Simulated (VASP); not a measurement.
Crystal: Pb.

```
CELL_PARAMETERS angstrom
3.48000 0.00000 0.00000
-1.74000 3.01377 0.00000
0.00000 0.00000 5.59000
ATOMIC_POSITIONS crystal
Pb 0.66667 0.33333 0.75000
Pb 0.33333 0.66667 0.25000
```

Base run:

```yaml
Program: VASP 6.6.1
Functional: RPBE
Potentials_or_basis: VASP PAW PBE potentials, release 64 (Pb_d)
Cutoff: 520 eV
k_mesh: 9 × 9 × 5
Occupations: fermi-dirac, width 0.05 eV
Spin: no spin polarisation
```

Its results: band gap on the k mesh zero (band 14 reaches 13.55 eV, above the bottom of band 15 at 5.75 eV); pressure 5.7 GPa.

**Question.** The run is repeated on the same cell with these changes: functional from RPBE to PBE. What comes out?

**Answer.** Band gap on the k mesh zero (band 14 reaches 13.40 eV, above the bottom of band 15 at 5.62 eV); pressure 4.1 GPa.

PBE binds more tightly than RPBE, so the same cell stands under less pressure.

Caveats: spin-orbit coupling is left out, which moves the levels of the heavy elements; the PAW data sets were made with another functional, which shifts forces and pressure a little (some runs).
